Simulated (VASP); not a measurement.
# Ag (P6_3/mmc) in VASP: a series of runs

Runs on Ag. Level: PBE. Tasks: relaxation of cell and atoms.

Program: VASP 6.6.1. These are calculated values, not measurements. Logs are shortened: lines on timing, memory, paths and dates and some standing lists are left out, and cuts for length are marked.

## 1. The cell of the first run

It takes space group P6_3/mmc (No. 194, hexagonal). The conventional cell has a = 2.825 Å, b = 2.825 Å, c = 4.576 Å, α = 90.00°, β = 90.00°, γ = 120.00°. Within 3.7 Å of Ag (site symmetry -6m2) lie 12 Ag at 2.81 to 2.82 Å.

This isn't the form of Ag at room conditions, which is fcc.

## 2. Relaxation of cell and atoms, PBE, target pressure 15 GPa, at which the enthalpy is minimised

Contents of INCAR:

```
  PREC = Accurate
  ENCUT = 600
  EDIFF = 1E-6
  ISMEAR = -1
  SIGMA = 0.05
  LREAL = False
  LASPH = True
  NELM = 60
  ALGO = Normal
  ISIF = 3
  LWAVE = False
  LCHARG = False
  GGA = PE
  IBRION = 2
  NSW = 60
  EDIFFG = -0.005
  PSTRESS = 150.0
```

Contents of KPOINTS:

```
Automatic mesh
0
Gamma
  16 16 9
```

Contents of POSCAR:

```
Ag
1.0
    2.8246104184      0.0000000000      0.0000000000
   -1.4123052092      2.4461843782      0.0000000000
    0.0000000000      0.0000000000      4.5758688779
Ag
2
Direct
    0.3333333333      0.6666666667      0.2500000000
    0.6666666667      0.3333333333      0.7500000000
```

Potentials or basis: VASP PAW PBE potentials, release 64 (Ag).

Command:

```bash
$ cat potpaw_PBE.64/Ag/POTCAR > POTCAR
$ mpirun -np 1 vasp_std > vasp.out
```

OUTCAR:

```text
PREC = Accurate
   ENCUT = 600
   EDIFF = 1E-6
   ISMEAR = -1
   LREAL = False
   LASPH = True
   NELM = 60
   ISIF = 3
   GGA = PE
   IBRION = 2
   NSW = 60
   EDIFFG = -0.005
   PSTRESS = 150.0

 ion  position               nearest neighbor table
   1  0.333  0.667  0.250-   2 2.81   2 2.81   2 2.81   2 2.81   2 2.81   2 2.81
   2  0.667  0.333  0.750-   1 2.81   1 2.81   1 2.81   1 2.81   1 2.81   1 2.81

  LATTYP: Found a hexagonal cell.
 ALAT       =     2.8246104184
 C/A-ratio  =     1.6200000000

  Lattice vectors:

 A1 = (   2.8246104184,   0.0000000000,   0.0000000000)
 A2 = (  -1.4123052092,   2.4461843782,   0.0000000000)
 A3 = (   0.0000000000,   0.0000000000,   4.5758688779)

Analysis of symmetry for initial positions (statically):
=====================================================================
 Subroutine PRICEL returns:
 Original cell was already a primitive cell.

 Routine SETGRP: Setting up the symmetry group for a
 hexagonal supercell.

 Subroutine GETGRP returns: Found 24 space group operations
 (whereof 12 operations were pure point group operations)
 out of a pool of 24 trial point group operations.

The static configuration has the point symmetry D_3d.
 The point group associated with its full space group is D_6h.

Analysis of symmetry for dynamics (positions and initial velocities):
=====================================================================
 Subroutine PRICEL returns:
 Original cell was already a primitive cell.

 Routine SETGRP: Setting up the symmetry group for a
 hexagonal supercell.

 Subroutine GETGRP returns: Found 24 space group operations
 (whereof 12 operations were pure point group operations)
 out of a pool of 24 trial point group operations.

The dynamic configuration has the point symmetry D_3d.
 The point group associated with its full space group is D_6h.

 Subroutine INISYM returns: Found 24 space group operations
 (whereof 12 operations are pure point group operations),
 and found     1 'primitive' translations

----------------------------------------------------------------------------------------

                                     Primitive cell

  volume of cell :      31.6170

  direct lattice vectors                    reciprocal lattice vectors
     2.824610418  0.000000000  0.000000000     0.354031124  0.204399964  0.000000000
    -1.412305209  2.446184378  0.000000000     0.000000000  0.408799929  0.000000000
     0.000000000  0.000000000  4.575868878     0.000000000  0.000000000  0.218537731

  length of vectors
     2.824610418  2.824610418  4.575868878     0.408799929  0.408799929  0.218537731

  position of ions in fractional coordinates (direct lattice)
     0.333333333  0.666666667  0.250000000
     0.666666667  0.333333333  0.750000000

  ion indices of the primitive-cell ions
   primitive index   ion index
                 1           1
                 2           2

----------------------------------------------------------------------------------------

 KPOINTS: Automatic mesh

Automatic generation of k-mesh.
 Grid dimensions read from file:
 generate k-points for:   16   16    9

 Generating k-lattice:

  Cartesian coordinates                     Fractional coordinates (reciprocal lattice)
     0.022126945  0.012774998  0.000000000     0.062500000  0.000000000  0.000000000
     0.000000000  0.025549996  0.000000000     0.000000000  0.062500000  0.000000000
     0.000000000  0.000000000  0.024281970     0.000000000  0.000000000  0.111111111

  Length of vectors
     0.025549996  0.025549996  0.024281970

  Shift w.r.t. Gamma in fractional coordinates (k-lattice)
     0.000000000  0.000000000  0.000000000

 Subroutine IBZKPT returns following result:
 ===========================================

 Found    150 irreducible k-points:

 Following reciprocal coordinates:
            Coordinates               Weight
  0.000000  0.000000  0.000000      1.000000
  0.062500 -0.000000  0.000000      6.000000
  0.125000 -0.000000  0.000000      6.000000
  0.187500 -0.000000  0.000000      6.000000
  0.250000 -0.000000  0.000000      6.000000
  0.312500 -0.000000  0.000000      6.000000
[... 16 lines left out ...]
  0.187500  0.187500  0.000000      6.000000
  0.250000  0.187500  0.000000     12.000000
 [... further k-points ...]
   k-points           NKPTS =    150   k-points in BZ     NKDIM =    150   number of bands    NBANDS=     15
   number of dos      NEDOS =    301   number of ions     NIONS =      2
   total plane-waves  NPLWV =  23040
   dimension x,y,z NGX =    24 NGY =   24 NGZ =   40
   dimension x,y,z NGXF=    48 NGYF=   48 NGZF=   80
   ions per type =               2
   NGX,Y,Z   is equivalent  to a cutoff of  14.13, 14.13, 14.53 a.u.
   NGXF,Y,Z  is equivalent  to a cutoff of  28.25, 28.25, 29.06 a.u.
 SYSTEM =  unknown system
   PREC   = accura    normal or accurate (medium, high low for compatibility)
   ISTART =      0    job   : 0-new  1-cont  2-samecut
   ICHARG =      2    charge: 1-file 2-atom 10-const
   ISPIN  =      1    spin polarized calculation?
   LNONCOLLINEAR =      F non collinear calculations
   LSORBIT =      F    spin-orbit coupling
   LASPH  =      T    aspherical Exc in radial PAW
   ENCUT  =  600.0 eV  44.10 Ry    6.64 a.u.   5.64  5.64  9.14*2*pi/ulx,y,z
   NELM   =     60;   NELMIN=  2; NELMDL= -5     # of ELM steps
   EDIFF  = 0.1E-05   stopping-criterion for ELM
   LREAL  =      F    real-space projection
   EDIFFG = -.5E-02   stopping-criterion for IOM
   NSW    =     60    number of steps for IOM
   IBRION =      2    ionic relax: 0-MD 1-quasi-New 2-CG
   NFREE  =      1    steps in history (QN), initial steepest desc. (CG)
   ISIF   =      3    stress and relaxation
   ISYM   =      2    0-nonsym 1-usesym 2-fastsym
   POTIM  = 0.5000    time-step for ionic-motion
   TEBEG  =    0.0;   TEEND  =   0.0 temperature during run
   PSTRESS=  150.0 pullay stress
   NELECT =      22.0000    total number of electrons
   NUPDOWN=      -1.0000    fix difference up-down
   EMIN   =  10.00;   EMAX   =-10.00  energy-range for DOS
   EFERMI =   0.00;   METHOD = LEGACY
   ISMEAR =    -1;   SIGMA  =   0.05  broadening in eV -4-tet -1-fermi 0-gaus
   EFERMI_NEDOS =   21; number of points for ismear=-14 and -15
   IALGO  =     38    algorithm
   IMIX   =      4    mixing-type and parameters
     AMIX     =   0.40;   BMIX     =  1.00
     AMIX_MAG =   1.60;   BMIX_MAG =  1.00
  volume/ion in A,a.u.               =      15.81       106.68
  Fermi-wavevector in a.u.,A,eV,Ry     =   1.450692  2.741411 28.633569  2.104508
  Thomas-Fermi vector in A             =   2.568275
   LORBIT       =      0    0 simple, 1 ext, 2 COOP (PROOUT), +10 PAW based schemes
   GGA     = PE    functional components
   LHFCALC =     F    Hartree Fock is set to
   AEXX    =    0.0000 exact exchange contribution
   IVDW    =     0    specifies the selected vdW correction
   LEPSILON=     F    determine dielectric tensor
   LRPA    =     F    only Hartree local field effects (RPA)
 conjugate gradient relaxation of ions
 non-spin polarized calculation
  energy-cutoff  :      600.00
  volume of cell :       31.62
 maximum number of plane-waves:      1093
 NGX is ok and might be reduce to    24
   NGX = 11   NGY = 11   NGZ = 19

--------------------------------------- Ionic step        1  -------------------------------------------

 number of electron      22.0000000 magnetization

 Free energy of the ion-electron system (eV)
  ---------------------------------------------------
  ext. energy  EPLUGINS =         0.00000000
  ---------------------------------------------------
  free energy    TOTEN  =        -5.25325020 eV

  energy without entropy =       -5.24878103  energy(sigma->0) =       -5.25101562

------------------------ aborting loop because EDIFF is reached ----------------------------------------

  FORCE on cell =-STRESS in cart. coord.  units (eV):
  Direction    XX          YY          ZZ          XY          YZ          ZX
  --------------------------------------------------------------------------------------
  -------------------------------------------------------------------------------------
  Total        2.9915168      2.9915168      3.2395251      0.0000000      0.0000000      0.0000000
  in kB      151.5935461    151.5935461    164.1612355      0.0000000      0.0000000      0.0000000
  external PRESSURE =       5.7827759 kB  Pullay stress =     150.0000000 kB
[... 93 lines left out ...]
  FREE ENERGIE OF THE ION-ELECTRON SYSTEM (eV)
  ---------------------------------------------------
  free  energy   TOTEN  =        -5.2691949146 eV

  energy  without entropy=       -5.2646400765  energy(sigma->0) =       -5.26691750

  enthalpy is  TOTEN    =        -2.2937785120 eV   P V=        2.9754164026

[... ionic steps 4 to 8 ...]

--------------------------------------- Ionic step        9  -------------------------------------------

 number of electron      22.0000003 magnetization

------------------------ aborting loop because EDIFF is reached ----------------------------------------

  FORCE on cell =-STRESS in cart. coord.  units (eV):
  Direction    XX          YY          ZZ          XY          YZ          ZX
  --------------------------------------------------------------------------------------
  -------------------------------------------------------------------------------------
  Total        2.9654795      2.9654795      2.9480438      0.0000000      0.0000000      0.0000000
  in kB      149.7332607    149.7332607    148.8528925      0.0000000      0.0000000      0.0000000
  external PRESSURE =      -0.5601954 kB  Pullay stress =     150.0000000 kB
[... 61 lines left out ...]
  enthalpy is  TOTEN    =        -2.2940388413 eV   P V=        2.9686550254

--------------------------------------- Ionic step       11  -------------------------------------------

 number of electron      22.0000003 magnetization

 Free energy of the ion-electron system (eV)
  ---------------------------------------------------
  ext. energy  EPLUGINS =         0.00000000
  ---------------------------------------------------
  free energy    TOTEN  =        -5.26346507 eV

  energy without entropy =       -5.25891178  energy(sigma->0) =       -5.26118843

 E-fermi :   9.5091     XC(G=0): -12.6476

 val. band max:        9.4871608523   @ k =   0.1250  -0.0000   0.1111
 cond. band min:       9.5106570070   @ k =   0.5000  -0.0000   0.2222
 fundamental gap:      0.0234961547
 Fermi energy:         9.5090948734

 k-point     1 :       0.0000    0.0000    0.0000
  band No.  band energies     occupation
      1       1.1622      2.00000
      2       2.5985      2.00000
      3       4.3857      2.00000
      4       4.4910      2.00000
      5       4.4910      2.00000
      6       4.7647      2.00000
      7       4.7647      2.00000
      8       5.1618      2.00000
      9       5.1618      2.00000
     10       6.3106      2.00000
     11       6.3106      2.00000
     12       8.8741      1.99999
     13      13.4929      0.00000
     14      25.3143      0.00000
     15      27.3311      0.00000
[... 397 lines left out ...]
 k-point    24 :       0.2500    0.1875    0.0000
  band No.  band energies     occupation
      1       3.3543      2.00000
      2       3.3704      2.00000
      3       3.4812      2.00000
      4       4.1148      2.00000
      5       4.2994      2.00000
      6       4.8288      2.00000
      7       4.9045      2.00000
      8       5.5502      2.00000
      9       6.3460      2.00000
     10       6.3870      2.00000
     11       7.8174      2.00000
     12      15.1585      0.00000
     13      15.4580      0.00000
     14      16.3997      0.00000
     15      17.7461      0.00000

 [... further k-points ...]

------------------------ aborting loop because EDIFF is reached ----------------------------------------

  FORCE on cell =-STRESS in cart. coord.  units (eV):
  Direction    XX          YY          ZZ          XY          YZ          ZX
  --------------------------------------------------------------------------------------
  -------------------------------------------------------------------------------------
  Total        2.9730286      2.9730286      2.9711479      0.0000000      0.0000000      0.0000000
  in kB      150.1820872    150.1820872    150.0870838      0.0000000      0.0000000      0.0000000
  external PRESSURE =       0.1504194 kB  Pullay stress =     150.0000000 kB
[... 17 lines left out ...]
  FREE ENERGIE OF THE ION-ELECTRON SYSTEM (eV)
  ---------------------------------------------------
  free  energy   TOTEN  =        -5.2634650718 eV

  energy  without entropy=       -5.2589117801  energy(sigma->0) =       -5.26118843

  enthalpy is  TOTEN    =        -2.2940410866 eV   P V=        2.9694239852

 reached required accuracy - stopping structural energy minimisation
```

Wall time 3 min (1 thread of AMD EPYC 9R45 (Zen 5), shared host); peak memory 0.19 GiB.

What came out:

| Item | Value |
| --- | --- |
| Free energy | -5.2635 eV |
| Relaxed volume | 15.86 Å³/atom |
| Relaxed cell | a = 2.820 Å, b = 2.820 Å, c = 4.606 Å, α = 90.00°, β = 90.00°, γ = 120.00° |
| Space group after relaxing (to 0.1 Å) | P6_3/mmc (No. 194) |
| Energy change on relaxing (the run minimises the enthalpy) | -5.1 meV/atom |
| Ionic steps | 11 |
| Pressure after relaxing | 15.0 GPa |
| Band gap on the k mesh | zero (bands 11 and 12 overlap by 7.02 eV) |

Step by step:
| step | energy change (eV) | largest force (eV/Å) | pressure (GPa) | volume (Å³) |
| --- | --- | --- | --- | --- |
| 1 | 0.0000 | 0.0000 | 15.58 | 31.62 |
| 2 | -0.0249 | 0.0000 | 14.17 | 31.88 |
| 3 | -0.0159 | 0.0000 | 14.74 | 31.78 |
| 4 | -0.0167 | 0.0000 | 14.63 | 31.79 |
| 5 | -0.0111 | 0.0000 | 15.06 | 31.73 |
| 6 | -0.0119 | 0.0000 | 14.91 | 31.73 |
| 7 | -0.0117 | 0.0000 | 14.95 | 31.73 |
| 8 | -0.0114 | 0.0000 | 14.95 | 31.73 |
| 9 | -0.0116 | 0.0000 | 14.94 | 31.73 |
| 10 | -0.0094 | 0.0000 | 15.05 | 31.71 |
| 11 | -0.0102 | 0.0000 | 15.02 | 31.72 |

Final structure:
```yaml
crystal:
  lattice:
    - [2.81974, 0.00000, 0.00000]
    - [-1.40987, 2.44196, 0.00000]
    - [0.00000, 0.00000, 4.60621]
  atoms:
    - { symbol: Ag, position: [0.33333, 0.66667, 0.25000] }
    - { symbol: Ag, position: [0.66667, 0.33333, 0.75000] }
```

Levels at points of the mesh, in eV from the Fermi level:
```csv
k point,band 9,band 10,band 11,band 12,band 13,band 14
"(0.00, 0.00, 0.00)",-4.35,-3.20,-3.20,-0.63,3.98,15.81
"(0.50, 0.00, 0.00)",-2.98,-2.88,0.06,1.71,7.22,7.45
```

Caveat: the cell is relaxed towards a set pressure, so the run minimises the enthalpy, not the energy.

(Part 1 of 2 ends here.)

The gap in the log of VASP goes by the Fermi energy; the results here count the filled bands.